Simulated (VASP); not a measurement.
# Ni (Fm-3m) in VASP: a series of runs, part 2 of 2

VASP 6.6.1. The steps go on from the part before.

## Step 3: Single point, r2SCAN, collinear spin, ferromagnetic start (10.21 Å³/atom)

This run uses another cell than the first one, of 10.21 Å³/atom.

Input file POSCAR:

```
Ni
1.0
    0.0000000000      1.7217650339      1.7217650339
    1.7217650339      0.0000000000      1.7217650339
    1.7217650339      1.7217650339      0.0000000000
Ni
1
Direct
    0.0000000000      0.0000000000      0.0000000000
```

Input file INCAR.step1:

```
SYSTEM = Ni
PREC = Accurate ; ENCUT = 520
ISMEAR = 0 ; SIGMA = 0.1
LREAL = .False. ; LASPH = .True.
NELM = 150 ; ISPIN = 2
MAGMOM = 0.9 ; LMAXMIX = 4
NBANDS = 15 ; GGA = PE
ALGO = Normal ; EDIFF = 1E-4
LWAVE = .True. ; LCHARG = .False.
```

Input file INCAR.step2:

```
SYSTEM = Ni
PREC = Accurate ; ENCUT = 520
EDIFF = 1E-6 ; ISMEAR = 0
SIGMA = 0.1 ; LREAL = .False.
LASPH = .True. ; NELM = 150
ALGO = Normal ; ISIF = 2
LWAVE = .False. ; LCHARG = .False.
ISPIN = 2 ; MAGMOM = 0.9
LORBIT = 11 ; LMAXMIX = 4
METAGGA = R2SCAN ; LMIXTAU = .True.
NBANDS = 15 ; ISTART = 1
```

Input file KPOINTS:

```
Automatic mesh
0
Gamma
  20 20 20
  0 0 0
```

Potentials or basis: VASP PAW PBE potentials, release 64 (Ni).

Started as:

```
> cat potpaw_PBE.64/Ni/POTCAR > POTCAR
> cp INCAR.step1 INCAR
> mpirun -np 1 vasp_std > vasp.out
> cp INCAR.step2 INCAR
> mpirun -np 1 vasp_std > vasp.out
```

OUTCAR:

```text
SYSTEM = Ni
   PREC = Accurate
   ENCUT = 520
   EDIFF = 1E-6
   ISMEAR = 0
   LREAL = .False.
   LASPH = .True.
   NELM = 150
   ISIF = 2
   ISPIN = 2
   LORBIT = 11
   METAGGA = R2SCAN
   ISTART = 1

 ion  position               nearest neighbor table
   1  0.000  0.000  0.000-

  LATTYP: Found a face centered cubic cell.
 ALAT       =     3.4435300678

  Lattice vectors:

 A1 = (   0.0000000000,   1.7217650339,   1.7217650339)
 A2 = (   1.7217650339,   0.0000000000,   1.7217650339)
 A3 = (   1.7217650339,   1.7217650339,   0.0000000000)

Analysis of symmetry for initial positions (statically):
=====================================================================
 Subroutine PRICEL returns:
 Original cell was already a primitive cell.

 Routine SETGRP: Setting up the symmetry group for a
 face centered cubic supercell.

 Subroutine GETGRP returns: Found 48 space group operations
 (whereof 48 operations were pure point group operations)
 out of a pool of 48 trial point group operations.

The static configuration has the point symmetry O_h .

Analysis of symmetry for dynamics (positions and initial velocities):
[... 630 lines left out ...]
     13      43.1642      0.00000
     14      46.2153      0.00000
[... 403 lines left out ...]
      4       8.2704      1.00000
      5      10.0197      0.99903
      6      10.3502      0.05775
      7      20.4796      0.00000
      8      33.3652      0.00000
      9      36.2824      0.00000
     10      38.6906      0.00000
     11      40.2008      0.00000
     12      42.2862      0.00000
     13      47.0736      0.00000
     14      54.4017      0.00000
     15      54.5459      0.00000

 [... further k-points ...]

------------------------ aborting loop because EDIFF is reached ----------------------------------------

  FORCE on cell =-STRESS in cart. coord.  units (eV):
  Direction    XX          YY          ZZ          XY          YZ          ZX
  --------------------------------------------------------------------------------------
  -------------------------------------------------------------------------------------
  Total        0.4703930      0.4703930      0.4703930      0.0000000      0.0000000     -0.0000000
  in kB       73.8277751     73.8277751     73.8277751      0.0000000      0.0000000     -0.0000000
  external PRESSURE =      73.8277751 kB  Pullay stress =       0.0000000 kB

 VOLUME and BASIS-vectors are now :
 -----------------------------------------------------------------------------
  energy-cutoff  :      520.00
  volume of cell :       10.21
      direct lattice vectors                 reciprocal lattice vectors
     0.000000000  1.721765034  1.721765034    -0.290399671  0.290399671  0.290399671
     1.721765034  0.000000000  1.721765034     0.290399671 -0.290399671  0.290399671
     1.721765034  1.721765034  0.000000000     0.290399671  0.290399671 -0.290399671

 POSITION                                       TOTAL-FORCE (eV/Angst)
 -----------------------------------------------------------------------------------
      0.00000      0.00000      0.00000         0.000000      0.000000      0.000000
 -----------------------------------------------------------------------------------
    total drift:                                0.000000     -0.000000     -0.000000

  FREE ENERGIE OF THE ION-ELECTRON SYSTEM (eV)
  ---------------------------------------------------
  free  energy   TOTEN  =       -11.9385405832 eV

  energy  without entropy=      -11.9316326044  energy(sigma->0) =      -11.93508659

 total charge

# of ion       s       p       d       tot
------------------------------------------
    1        0.542   0.578   8.347   9.467

 magnetization (x)

# of ion       s       p       d       tot
------------------------------------------
    1       -0.010  -0.043   0.766   0.712
```

OUTCAR.step1:

```text
SYSTEM = Ni
   PREC = Accurate
   ENCUT = 520
   ISMEAR = 0
   LREAL = .False.
   LASPH = .True.
   NELM = 150
[... 1103 lines left out ...]
 -----------------------------------------------------------------------------------
      0.00000      0.00000      0.00000        -0.000000      0.000000      0.000000
 -----------------------------------------------------------------------------------
    total drift:                                0.000000     -0.000000      0.000000

  FREE ENERGIE OF THE ION-ELECTRON SYSTEM (eV)
  ---------------------------------------------------
  free  energy   TOTEN  =        -5.4456835122 eV

  energy  without entropy=       -5.4375733536  energy(sigma->0) =       -5.44162843
```

OSZICAR.step1:

```text
N       E                     dE             d eps       ncg     rms          rms(c)
DAV:   1     0.329863000545E+02    0.32986E+02   -0.42161E+03 16475   0.872E+02
DAV:   2    -0.505834465422E+01   -0.38045E+02   -0.35230E+02 17411   0.164E+02
DAV:   3    -0.645883661985E+01   -0.14005E+01   -0.13915E+01 18902   0.307E+01
DAV:   4    -0.646659647231E+01   -0.77599E-02   -0.77587E-02 18977   0.218E+00
DAV:   5    -0.646667198123E+01   -0.75509E-04   -0.75507E-04 19232   0.193E-01    0.105E+01
DAV:   6    -0.572007772432E+01    0.74659E+00   -0.12041E+01 22268   0.389E+01    0.538E+00
DAV:   7    -0.546534076959E+01    0.25474E+00   -0.18533E+00 19881   0.137E+01    0.215E+00
DAV:   8    -0.544821154048E+01    0.17129E-01   -0.23212E-02 20779   0.108E+00    0.962E-01
DAV:   9    -0.544606672822E+01    0.21448E-02   -0.16206E-03 25124   0.244E-01    0.252E-01
DAV:  10    -0.544570408052E+01    0.36265E-03   -0.27866E-04 17515   0.885E-02    0.453E-02
DAV:  11    -0.544568351223E+01    0.20568E-04   -0.46343E-05 15170   0.478E-02
   1 F= -.54456835E+01 E0= -.54416284E+01  d E =-.811016E-02  mag=     0.6181
```

Wall time 2.7 min (1 thread of Intel Xeon 6975P-C (Granite Rapids), shared host); peak memory 0.17 GiB.

What came out:

```yaml
Free_energy: -11.9385 eV
Pressure: 7.4 GPa
Net_moment: 0.70 μB per cell
Site_moments: Ni +0.71 μB
Valence_electrons_inside_the_program's_atomic_spheres: Ni 9.47
```

Caveat: the cell stands under pressure; the PAW data sets were made with another functional, which shifts forces and pressure a little.

## Step 4: Single point, r2SCAN, collinear spin, ferromagnetic start

This run uses another cell than the first one, of 10.52 Å³/atom.

Input file POSCAR:

```
Ni
1.0
    0.0000000000      1.7393352784      1.7393352784
    1.7393352784      0.0000000000      1.7393352784
    1.7393352784      1.7393352784      0.0000000000
Ni
1
Direct
    0.0000000000      0.0000000000      0.0000000000
```

Input file INCAR.step1:

```
PREC = Accurate
ENCUT = 520
ISMEAR = 0
SIGMA = 0.1
LREAL = F
LASPH = T
NELM = 150
ISPIN = 2
MAGMOM = 0.88
LMAXMIX = 4
NBANDS = 15
GGA = PE
ALGO = Normal
EDIFF = 1E-4
LWAVE = T
LCHARG = F
```

Input file INCAR.step2:

```
PREC = Accurate
ENCUT = 520
EDIFF = 1E-7
ISMEAR = 0
SIGMA = 0.1
LREAL = F
LASPH = T
NELM = 150
ALGO = Normal
ISIF = 2
LWAVE = F
LCHARG = T
ISPIN = 2
MAGMOM = 0.88
LORBIT = 11
LMAXMIX = 4
METAGGA = R2SCAN
LMIXTAU = T
LELF = T
LVHAR = T
NBANDS = 15
ISTART = 1
```

Input file KPOINTS:

```
Automatic mesh
0
Gamma
  20 20 20
```

Started as:

```
> cat potpaw_PBE.64/Ni/POTCAR > POTCAR
> cp INCAR.step1 INCAR
> mpirun -np 1 vasp_std > vasp.out
> cp INCAR.step2 INCAR
> mpirun -np 1 vasp_std > vasp.out
```

It took 2.8 min on 1 thread of Intel Xeon 6975P-C (Granite Rapids), shared host; peak memory 0.17 GiB.

It converged, with:

```
Free energy                                           : -11.9458 eV
Pressure                                              : 0.2 GPa
Net moment                                            : 0.72 μB per cell
Site moments                                          : Ni +0.74 μB
Valence electrons inside the program's atomic spheres : Ni 9.41
```

Levels at points of the mesh, in eV from the Fermi level:
Spin up:
```
           k point  band 3  band 4  band 5  band 6  band 7  band 8
(0.00, 0.00, 0.00)   -3.03   -3.03   -1.69   -1.69   24.83   29.25
(0.50, 0.00, 0.00)   -2.95   -1.06   -1.06   -0.47    5.88   23.26
(0.50, 0.50, 0.00)   -0.97   -0.97   -0.94    2.51    9.65   15.73
```
Spin down:
```csv
k point,band 2,band 3,band 4,band 5,band 6,band 7
"(0.00, 0.00, 0.00)",-1.70,-1.70,-1.70,-0.93,-0.93,24.58
"(0.50, 0.00, 0.00)",-2.04,-2.04,-0.69,0.18,0.18,6.58
"(0.50, 0.50, 0.00)",-3.86,-0.15,0.56,0.56,2.25,9.99
```

Caveat: the PAW data sets were made with another functional, which shifts forces and pressure a little.

## Step 5: Single point, r2SCAN, collinear spin, ferromagnetic start (10.84 Å³/atom)

This run uses another cell than the first one, of 10.84 Å³/atom.

Input file POSCAR:

```
Ni
1.0
    0.0000000000      1.7565575398      1.7565575398
    1.7565575398      0.0000000000      1.7565575398
    1.7565575398      1.7565575398      0.0000000000
Ni
1
Direct
    0.0000000000      0.0000000000      0.0000000000
```

Input file INCAR.step1:

```
ALGO = Normal
EDIFF = 1E-4
ENCUT = 520
GGA = PE
ISMEAR = 0
ISPIN = 2
LASPH = True
LCHARG = False
LMAXMIX = 4
LREAL = False
LWAVE = True
MAGMOM = 0.9
NBANDS = 15
NELM = 150
PREC = Accurate
SIGMA = 0.1
```

Input file INCAR.step2:

```
ALGO = Normal
EDIFF = 1E-6
ENCUT = 520
ISIF = 2
ISMEAR = 0
ISPIN = 2
ISTART = 1
LASPH = True
LCHARG = True
LELF = True
LMAXMIX = 4
LMIXTAU = True
LORBIT = 11
LREAL = False
LVHAR = True
LWAVE = False
MAGMOM = 0.9
METAGGA = R2SCAN
NBANDS = 15
NELM = 150
PREC = Accurate
SIGMA = 0.1
```

Input file KPOINTS:

```
k-points
0
Gamma
  20 20 20
```

Started as:

```
> cat potpaw_PBE.64/Ni/POTCAR > POTCAR
> cp INCAR.step1 INCAR
> mpirun -np 1 vasp_std > vasp.out
> cp INCAR.step2 INCAR
> mpirun -np 1 vasp_std > vasp.out
```

Wall time 2 min (1 thread of Intel Xeon 6975P-C (Granite Rapids), shared host); peak memory 0.17 GiB.

The run converged. Its results:

```
Free energy                                           : -11.9403 eV
Pressure                                              : -5.4 GPa
Net moment                                            : 0.74 μB per cell
Site moments                                          : Ni +0.77 μB
Valence electrons inside the program's atomic spheres : Ni 9.35
```

Levels at points of the mesh, in eV from the Fermi level:
Spin up:
| k point | band 1 | band 2 | band 3 | band 4 | band 5 | band 6 | band 7 | band 8 | band 9 | band 10 |
| --- | --- | --- | --- | --- | --- | --- | --- | --- | --- | --- |
| (0.00, 0.00, 0.00) | -9.44 | -2.98 | -2.98 | -2.98 | -1.68 | -1.68 | 24.57 | 28.74 | 28.74 | 28.74 |
| (0.50, 0.00, 0.00) | -5.32 | -2.90 | -2.90 | -1.09 | -1.09 | -0.42 | 5.65 | 23.01 | 25.69 | 25.69 |
| (0.50, 0.50, 0.00) | -5.10 | -4.75 | -1.02 | -1.02 | -0.97 | 2.48 | 9.36 | 15.43 | 15.43 | 20.10 |
Spin down:
```csv
k point,band 1,band 2,band 3,band 4,band 5,band 6,band 7,band 8,band 9
"(0.00, 0.00, 0.00)",-9.70,-1.61,-1.61,-1.61,-0.91,-0.91,24.30,28.85,28.85
"(0.50, 0.00, 0.00)",-4.63,-1.96,-1.96,-0.64,0.18,0.18,6.36,22.89,25.97
"(0.50, 0.50, 0.00)",-4.67,-3.69,-0.16,0.55,0.55,2.22,9.72,15.49,15.49
```

Caveat: the cell stands under tension; the PAW data sets were made with another functional, which shifts forces and pressure a little.

## Step 6: Single point, r2SCAN, collinear spin, ferromagnetic start (11.16 Å³/atom)

This run uses another cell than the first one, of 11.16 Å³/atom.

Input file POSCAR:

```
Ni
1.0
    0.0000000000      1.7734485523      1.7734485523
    1.7734485523      0.0000000000      1.7734485523
    1.7734485523      1.7734485523      0.0000000000
Ni
1
Direct
    0.0000000000      0.0000000000      0.0000000000
```

Input file INCAR.step1:

```
SYSTEM = Ni
PREC = Accurate
ENCUT = 520
ISMEAR = 0
SIGMA = 0.1
LREAL = .False.
LASPH = .True.
NELM = 150
ISPIN = 2
MAGMOM = 0.9
LMAXMIX = 4
NBANDS = 15
GGA = PE
ALGO = Normal
EDIFF = 1E-4
LWAVE = .True.
LCHARG = .False.
```

Input file INCAR.step2:

```
SYSTEM = Ni
PREC = Accurate
ENCUT = 520
EDIFF = 1E-6
ISMEAR = 0
SIGMA = 0.1
LREAL = .False.
LASPH = .True.
NELM = 150
ALGO = Normal
ISIF = 2
LWAVE = .False.
LCHARG = .False.
ISPIN = 2
MAGMOM = 0.9
LORBIT = 11
LMAXMIX = 4
METAGGA = R2SCAN
LMIXTAU = .True.
NBANDS = 15
ISTART = 1
```

Input file KPOINTS:

```
regular mesh
0
Gamma
  20 20 20
  0 0 0
```

Potentials or basis: VASP PAW PBE potentials, release 64 (Ni).

Started as:

```
> cat potpaw_PBE.64/Ni/POTCAR > POTCAR
> cp INCAR.step1 INCAR
> mpirun -np 1 vasp_std > vasp.out
> cp INCAR.step2 INCAR
> mpirun -np 1 vasp_std > vasp.out
```

Wall time 2.3 min (1 thread of Intel Xeon 6975P-C (Granite Rapids), shared host); peak memory 0.18 GiB.

Results (log left out):

```
Free energy                                           : -11.9242 eV
Pressure                                              : -10.4 GPa
Net moment                                            : 0.76 μB per cell
Site moments                                          : Ni +0.79 μB
Valence electrons inside the program's atomic spheres : Ni 9.30
```

Levels at points of the mesh, in eV from the Fermi level:
Spin up:
```
           k point  band 1  band 2  band 3  band 4  band 5  band 6  band 7  band 8  band 9  band 10
(0.00, 0.00, 0.00)   -9.24   -2.93   -2.93   -2.93   -1.67   -1.67   24.31   28.25   28.25    28.25
(0.50, 0.00, 0.00)   -5.18   -2.84   -2.84   -1.12   -1.12   -0.37    5.43   22.76   25.16    25.16
(0.50, 0.50, 0.00)   -4.94   -4.62   -1.06   -1.06   -0.99    2.45    9.10   15.15   15.15    19.72
```
Spin down:
```tsv
k point	band 2	band 3	band 4	band 5	band 6	band 7
(0.00, 0.00, 0.00)	-1.53	-1.53	-1.53	-0.90	-0.90	24.03
(0.50, 0.00, 0.00)	-1.89	-1.89	-0.60	0.18	0.18	6.15
(0.50, 0.50, 0.00)	-3.53	-0.18	0.55	0.55	2.19	9.45
```

Caveat: the cell stands under tension; the PAW data sets were made with another functional, which shifts forces and pressure a little.

## Step 7: The runs side by side

| cell | gap on the mesh (eV) | pressure (GPa) | moment (μB) |
| --- | --- | --- | --- |
| a = 2.410 Å, angles 60.0°, 1 atom | none | 15.7 | 0.68 |
| a = 2.435 Å, angles 60.0°, 1 atom | none | 7.4 | 0.70 |
| a = 2.460 Å, angles 60.0°, 1 atom | none | 0.2 | 0.72 |
| a = 2.484 Å, angles 60.0°, 1 atom | none | -5.4 | 0.74 |
| a = 2.508 Å, angles 60.0°, 1 atom | none | -10.4 | 0.76 |

Alike in all rows: task single point; level r2SCAN; potentials or basis VASP PAW PBE potentials, release 64 (Ni); spin collinear, ferromagnetic start; k mesh 20 × 20 × 20; cutoff (eV) 520; smearing gaussian 0.1 eV.

Caveats: the PAW data sets were made with another functional, which shifts forces and pressure a little; the cell stands under pressure (at least some runs); the cell stands under tension (at least some runs).

Total energies depend on the potentials used, so only differences within one code and one set of settings carry meaning.
